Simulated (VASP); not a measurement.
# MgO (F-43m) in VASP: a series of runs

The runs below take MgO through relaxation of cell and atoms, single point, with PBE.

Everything below comes from runs of VASP 6.6.1. Logs are shortened: lines on timing, memory, paths and dates and some standing lists are left out, and cuts for length are marked.

### Step 1. The cell of the first run

Symmetry: F-43m, No. 216, cubic system. The conventional cell has a = 4.613 Å, b = 4.613 Å, c = 4.613 Å, α = 90.00°, β = 90.00°, γ = 90.00°. Mg (site symmetry -43m) has 4 O at 2.00 Å within 2.6 Å. Within 2.6 Å of O (site symmetry -43m) lie 4 Mg at 2.00 Å.

### Step 2. Relaxation of cell and atoms, PBE

Contents of INCAR:

```
  ALGO = Normal
  EDIFF = 1E-6
  EDIFFG = -0.01
  ENCUT = 600
  GGA = PE
  IBRION = 2
  ISIF = 3
  ISMEAR = 0
  LASPH = True
  LCHARG = False
  LREAL = False
  LWAVE = False
  NELM = 80
  NSW = 100
  PREC = Accurate
  SIGMA = 0.02
```

Contents of KPOINTS:

```
k-points
0
Gamma
  8 8 8
```

Contents of POSCAR:

```
MgO
1.0
    0.0000000000      2.3062840489      2.3062840489
    2.3062840489      0.0000000000      2.3062840489
    2.3062840489      2.3062840489      0.0000000000
Mg O
1 1
Direct
    0.0000000000      0.0000000000      0.0000000000
    0.2500000000      0.2500000000      0.2500000000
```

Potentials or basis: VASP PAW PBE potentials, release 64 (Mg, O).

Run with:

```console
cat potpaw_PBE.64/Mg/POTCAR potpaw_PBE.64/O/POTCAR > POTCAR
mpirun -np 1 vasp_std > vasp.out
```

OUTCAR:

```text
EDIFF = 1E-6
   EDIFFG = -0.01
   ENCUT = 600
   GGA = PE
   IBRION = 2
   ISIF = 3
   ISMEAR = 0
   LASPH = True
   LREAL = False
   NELM = 80
   NSW = 100
   PREC = Accurate

 ion  position               nearest neighbor table
   1  0.000  0.000  0.000-   2 2.00   2 2.00   2 2.00   2 2.00
   2  0.250  0.250  0.250-   1 2.00   1 2.00   1 2.00   1 2.00

  LATTYP: Found a face centered cubic cell.
 ALAT       =     4.6125680978

  Lattice vectors:

 A1 = (   0.0000000000,   2.3062840489,   2.3062840489)
 A2 = (   2.3062840489,   0.0000000000,   2.3062840489)
 A3 = (   2.3062840489,   2.3062840489,   0.0000000000)

Analysis of symmetry for initial positions (statically):
=====================================================================
 Subroutine PRICEL returns:
 Original cell was already a primitive cell.

 Routine SETGRP: Setting up the symmetry group for a
 face centered cubic supercell.

 Subroutine GETGRP returns: Found 24 space group operations
 (whereof 24 operations were pure point group operations)
 out of a pool of 48 trial point group operations.

The static configuration has the point symmetry T_d .

Analysis of symmetry for dynamics (positions and initial velocities):
=====================================================================
 Subroutine PRICEL returns:
 Original cell was already a primitive cell.

 Routine SETGRP: Setting up the symmetry group for a
 face centered cubic supercell.

 Subroutine GETGRP returns: Found 24 space group operations
 (whereof 24 operations were pure point group operations)
 out of a pool of 48 trial point group operations.

The dynamic configuration has the point symmetry T_d .

 Subroutine INISYM returns: Found 24 space group operations
 (whereof 24 operations are pure point group operations),
 and found     1 'primitive' translations

----------------------------------------------------------------------------------------

                                     Primitive cell

  volume of cell :      24.5340

  direct lattice vectors                    reciprocal lattice vectors
     0.000000000  2.306284049  2.306284049    -0.216798967  0.216798967  0.216798967
     2.306284049  0.000000000  2.306284049     0.216798967 -0.216798967  0.216798967
     2.306284049  2.306284049  0.000000000     0.216798967  0.216798967 -0.216798967

  length of vectors
     3.261578181  3.261578181  3.261578181     0.375506826  0.375506826  0.375506826

  position of ions in fractional coordinates (direct lattice)
     0.000000000  0.000000000  0.000000000
     0.250000000  0.250000000  0.250000000

  ion indices of the primitive-cell ions
   primitive index   ion index
                 1           1
                 2           2

----------------------------------------------------------------------------------------

 KPOINTS: k-points

Automatic generation of k-mesh.
 Grid dimensions read from file:
 generate k-points for:    8    8    8

 Generating k-lattice:

  Cartesian coordinates                     Fractional coordinates (reciprocal lattice)
    -0.027099871  0.027099871  0.027099871     0.125000000  0.000000000  0.000000000
     0.027099871 -0.027099871  0.027099871     0.000000000  0.125000000  0.000000000
     0.027099871  0.027099871 -0.027099871     0.000000000  0.000000000  0.125000000

  Length of vectors
     0.046938353  0.046938353  0.046938353

  Shift w.r.t. Gamma in fractional coordinates (k-lattice)
     0.000000000  0.000000000  0.000000000

 Subroutine IBZKPT returns following result:
 ===========================================

 Found     29 irreducible k-points:

 Following reciprocal coordinates:
            Coordinates               Weight
  0.000000  0.000000  0.000000      1.000000
  0.125000  0.000000  0.000000      8.000000
  0.250000  0.000000  0.000000      8.000000
  0.375000  0.000000  0.000000      8.000000
  0.500000  0.000000  0.000000      4.000000
  0.125000  0.125000  0.000000      6.000000
[... 16 lines left out ...]
  0.500000  0.250000  0.125000     48.000000
 -0.375000  0.250000  0.125000     24.000000
 [... further k-points ...]
   k-points           NKPTS =     29   k-points in BZ     NKDIM =     29   number of bands    NBANDS=      8
   number of dos      NEDOS =    301   number of ions     NIONS =      2
   total plane-waves  NPLWV =  21952
   dimension x,y,z NGX =    28 NGY =   28 NGZ =   28
   dimension x,y,z NGXF=    56 NGYF=   56 NGZF=   56
   ions per type =               1   1
   NGX,Y,Z   is equivalent  to a cutoff of  14.27, 14.27, 14.27 a.u.
   NGXF,Y,Z  is equivalent  to a cutoff of  28.54, 28.54, 28.54 a.u.
 SYSTEM =  unknown system
   PREC   = accura    normal or accurate (medium, high low for compatibility)
   ISTART =      0    job   : 0-new  1-cont  2-samecut
   ICHARG =      2    charge: 1-file 2-atom 10-const
   ISPIN  =      1    spin polarized calculation?
   LNONCOLLINEAR =      F non collinear calculations
   LSORBIT =      F    spin-orbit coupling
   LASPH  =      T    aspherical Exc in radial PAW
   ENCUT  =  600.0 eV  44.10 Ry    6.64 a.u.   6.51  6.51  6.51*2*pi/ulx,y,z
   NELM   =     80;   NELMIN=  2; NELMDL= -5     # of ELM steps
   EDIFF  = 0.1E-05   stopping-criterion for ELM
   LREAL  =      F    real-space projection
   EDIFFG = -.1E-01   stopping-criterion for IOM
   NSW    =    100    number of steps for IOM
   IBRION =      2    ionic relax: 0-MD 1-quasi-New 2-CG
   NFREE  =      1    steps in history (QN), initial steepest desc. (CG)
   ISIF   =      3    stress and relaxation
   ISYM   =      2    0-nonsym 1-usesym 2-fastsym
   POTIM  = 0.5000    time-step for ionic-motion
   TEBEG  =    0.0;   TEEND  =   0.0 temperature during run
   PSTRESS=    0.0 pullay stress
   NELECT =       8.0000    total number of electrons
   NUPDOWN=      -1.0000    fix difference up-down
   EMIN   =  10.00;   EMAX   =-10.00  energy-range for DOS
   EFERMI =   0.00;   METHOD = LEGACY
   ISMEAR =     0;   SIGMA  =   0.02  broadening in eV -4-tet -1-fermi 0-gaus
   EFERMI_NEDOS =   21; number of points for ismear=-14 and -15
   IALGO  =     38    algorithm
   IMIX   =      4    mixing-type and parameters
     AMIX     =   0.40;   BMIX     =  1.00
     AMIX_MAG =   1.60;   BMIX_MAG =  1.00
  volume/ion in A,a.u.               =      12.27        82.78
  Fermi-wavevector in a.u.,A,eV,Ry     =   1.126805  2.129352 17.275169  1.269689
  Thomas-Fermi vector in A             =   2.263488
   LORBIT       =      0    0 simple, 1 ext, 2 COOP (PROOUT), +10 PAW based schemes
   GGA     = PE    functional components
   LHFCALC =     F    Hartree Fock is set to
   AEXX    =    0.0000 exact exchange contribution
   IVDW    =     0    specifies the selected vdW correction
   LEPSILON=     F    determine dielectric tensor
   LRPA    =     F    only Hartree local field effects (RPA)
 conjugate gradient relaxation of ions
 non-spin polarized calculation
 Gauss-broadening in eV      SIGMA  =   0.02
  energy-cutoff  :      600.00
  volume of cell :       24.53
 maximum number of plane-waves:       869
 NGX is ok and might be reduce to    28
   NGX = 13   NGY = 13   NGZ = 13

--------------------------------------- Ionic step        1  -------------------------------------------

 number of electron       8.0000002 magnetization

 Free energy of the ion-electron system (eV)
  ---------------------------------------------------
  ext. energy  EPLUGINS =         0.00000000
  ---------------------------------------------------
  free energy    TOTEN  =       -11.70396054 eV

  energy without entropy =      -11.70396054  energy(sigma->0) =      -11.70396054

------------------------ aborting loop because EDIFF is reached ----------------------------------------

  FORCE on cell =-STRESS in cart. coord.  units (eV):
  Direction    XX          YY          ZZ          XY          YZ          ZX
  --------------------------------------------------------------------------------------
  -------------------------------------------------------------------------------------
  Total       -0.0850528     -0.0850528     -0.0850528     -0.0000000      0.0000000     -0.0000000
  in kB       -5.5543190     -5.5543190     -5.5543190     -0.0000000      0.0000000     -0.0000000
  external PRESSURE =      -5.5543190 kB  Pullay stress =       0.0000000 kB

 VOLUME and BASIS-vectors are now :
 -----------------------------------------------------------------------------
  energy-cutoff  :      600.00
  volume of cell :       24.53
      direct lattice vectors                 reciprocal lattice vectors
     0.000000000  2.306284049  2.306284049    -0.216798967  0.216798967  0.216798967
     2.306284049  0.000000000  2.306284049     0.216798967 -0.216798967  0.216798967
     2.306284049  2.306284049  0.000000000     0.216798967  0.216798967 -0.216798967

 POSITION                                       TOTAL-FORCE (eV/Angst)
 -----------------------------------------------------------------------------------
      0.00000      0.00000      0.00000        -0.000000     -0.000000     -0.000000
      1.15314      1.15314      1.15314         0.000000      0.000000      0.000000
 -----------------------------------------------------------------------------------
    total drift:                               -0.000000     -0.000000     -0.000000

  FREE ENERGIE OF THE ION-ELECTRON SYSTEM (eV)
  ---------------------------------------------------
  free  energy   TOTEN  =       -11.7039605383 eV

  energy  without entropy=      -11.7039605383  energy(sigma->0) =      -11.70396054

--------------------------------------- Ionic step        2  -------------------------------------------

 number of electron       8.0000002 magnetization

 Free energy of the ion-electron system (eV)
  ---------------------------------------------------
  ext. energy  EPLUGINS =         0.00000000
  ---------------------------------------------------
  free energy    TOTEN  =       -11.70417616 eV

  energy without entropy =      -11.70417616  energy(sigma->0) =      -11.70417616

 E-fermi :   0.8022     XC(G=0):  -9.6110

 val. band max:        0.6548348867   @ k =   0.0000   0.0000   0.0000
 cond. band min:       4.1546940311   @ k =   0.0000   0.0000   0.0000
 fundamental gap:      3.4998591445
 Fermi energy:         0.8021646520

 k-point     1 :       0.0000    0.0000    0.0000
  band No.  band energies     occupation
      1     -15.1721      2.00000
      2       0.6548      2.00000
      3       0.6548      2.00000
      4       0.6548      2.00000
      5       4.1547      0.00000
      6      17.1918      0.00000
      7      17.1918      0.00000
      8      17.1918      0.00000

 k-point     2 :       0.1250    0.0000    0.0000
  band No.  band energies     occupation
      1     -15.0854      2.00000
      2      -0.0241      2.00000
      3       0.6274      2.00000
      4       0.6274      2.00000
      5       4.9672      0.00000
      6      15.8989      0.00000
      7      17.1254      0.00000
      8      17.1254      0.00000

 k-point     3 :       0.2500    0.0000    0.0000
  band No.  band energies     occupation
      1     -14.8682      2.00000
      2      -1.1498      2.00000
      3       0.5622      2.00000
      4       0.5622      2.00000
      5       6.4877      0.00000
      6      13.6359      0.00000
      7      16.2490      0.00000
      8      16.2490      0.00000
[... 210 lines left out ...]
 k-point    23 :       0.5000    0.2500    0.1250
  band No.  band energies     occupation
      1     -14.5229      2.00000
      2      -1.7034      2.00000
      3      -0.2268      2.00000
      4       0.3096      2.00000
      5       8.4329      0.00000
      6      11.5518      0.00000
      7      13.8850      0.00000
      8      15.7464      0.00000

 k-point    24 :      -0.3750    0.2500    0.1250
  band No.  band energies     occupation
      1     -14.4444      2.00000
      2      -1.8482      2.00000
      3      -0.3286      2.00000
      4       0.2398      2.00000
      5       9.0890      0.00000
      6      10.7502      0.00000
      7      13.8666      0.00000
      8      15.5433      0.00000

 [... further k-points ...]

------------------------ aborting loop because EDIFF is reached ----------------------------------------

  FORCE on cell =-STRESS in cart. coord.  units (eV):
  Direction    XX          YY          ZZ          XY          YZ          ZX
  --------------------------------------------------------------------------------------
  -------------------------------------------------------------------------------------
  Total        0.0198479      0.0198479      0.0198479      0.0000000      0.0000000      0.0000000
  in kB        1.3041636      1.3041636      1.3041636      0.0000000      0.0000000      0.0000000
  external PRESSURE =       1.3041636 kB  Pullay stress =       0.0000000 kB

 VOLUME and BASIS-vectors are now :
 -----------------------------------------------------------------------------
  energy-cutoff  :      600.00
  volume of cell :       24.38
      direct lattice vectors                 reciprocal lattice vectors
    -0.000000000  2.301552508  2.301552508    -0.217244663  0.217244663  0.217244663
     2.301552508  0.000000000  2.301552508     0.217244663 -0.217244663  0.217244663
     2.301552508  2.301552508 -0.000000000     0.217244663  0.217244663 -0.217244663

 POSITION                                       TOTAL-FORCE (eV/Angst)
 -----------------------------------------------------------------------------------
      2.30155      4.60311      2.30155         0.000000      0.000000     -0.000000
      1.15078      1.15078      1.15078        -0.000000     -0.000000      0.000000
 -----------------------------------------------------------------------------------
    total drift:                               -0.000000     -0.000000     -0.000000

  FREE ENERGIE OF THE ION-ELECTRON SYSTEM (eV)
  ---------------------------------------------------
  free  energy   TOTEN  =       -11.7041761640 eV

  energy  without entropy=      -11.7041761640  energy(sigma->0) =      -11.70417616

 reached required accuracy - stopping structural energy minimisation
```

Wall time 18 s (1 thread of Intel Xeon 8259CL, shared host); peak memory 0.16 GiB.

What came out:

```yaml
Free_energy: -11.7042 eV
Relaxed_volume: 12.19 Å³/atom
Relaxed_cell: a = 3.255 Å, b = 3.255 Å, c = 3.255 Å, α = 60.00°, β = 60.00°, γ = 60.00°
Space_group_after_relaxing_to_0.05_Å: F-43m (No. 216)
Energy_gained_by_relaxing: 0.1 meV/atom
Ionic_steps: 2
Pressure_after_relaxing: 0.1 GPa
Band_gap_on_the_k_mesh: 3.50 eV, direct
```

Step by step:
```
step  energy change (eV)  largest force (eV/Å)  pressure (GPa)  volume (Å³)
   1              0.0000                0.0000           -0.56        24.53
   2             -0.0002                0.0000            0.13        24.38
```

Final structure:
```
Mg O
1.0
     0.00000    2.30155    2.30155
     2.30155    0.00000    2.30155
     2.30155    2.30155    0.00000
Mg O
1 1
Direct
  0.00000 0.00000 0.00000
  0.25000 0.25000 0.25000
```

As with any semilocal functional, this PBE gap is likely too small.

### Step 3. Single point, PBE

Contents of INCAR:

```
SYSTEM = MgO
  PREC = Accurate
  ENCUT = 600
  EDIFF = 1E-6
  ISMEAR = 0
  SIGMA = 0.01
  LREAL = .FALSE.
  LASPH = .TRUE.
  NELM = 120
  ALGO = Normal
  ISIF = 2
  LWAVE = .FALSE.
  LCHARG = .FALSE.
  GGA = PE
  NBANDS = 11
  GGA_COMPAT = .FALSE.
```

Contents of KPOINTS:

```
Automatic mesh
0
G
  8 8 8
  0 0 0
```

Contents of POSCAR:

```
MgO
1.0
    0.0000000000      2.3062475135      2.3062475135
    2.3062475135      0.0000000000      2.3062475135
    2.3062475135      2.3062475135      0.0000000000
Mg O
1 1
Direct
    0.0000000000      0.0000000000      0.0000000000
    0.2500000000      0.2500000000      0.2500000000
```

Potentials or basis: VASP PAW PBE potentials, release 64 (Mg, O).

Run with:

```console
cat potpaw_PBE.64/Mg/POTCAR potpaw_PBE.64/O/POTCAR > POTCAR
mpirun -np 1 vasp_std > vasp.out
```

Run time: 18 s. Hardware: 1 thread of Intel Xeon 8259CL, shared host; peak memory 0.16 GiB.

Results (log left out):

- Free energy: -11.7040 eV
- Pressure: -0.6 GPa
- Band gap on the k mesh: 3.47 eV, direct

Levels at points of the mesh, in eV from the valence-band top:
| k point | band 1 | band 2 | band 3 | band 4 | band 5 | band 6 | band 7 | band 8 |
| --- | --- | --- | --- | --- | --- | --- | --- | --- |
| (0.00, 0.00, 0.00) | -15.81 | 0.00 | 0.00 | 0.00 | 3.47 | 16.47 | 16.47 | 16.47 |
| (0.50, 0.00, 0.00) | -15.19 | -2.95 | -0.18 | -0.18 | 8.57 | 9.45 | 14.38 | 14.38 |
| (0.50, 0.50, 0.00) | -15.00 | -2.44 | -0.72 | -0.72 | 6.18 | 11.39 | 13.66 | 16.30 |
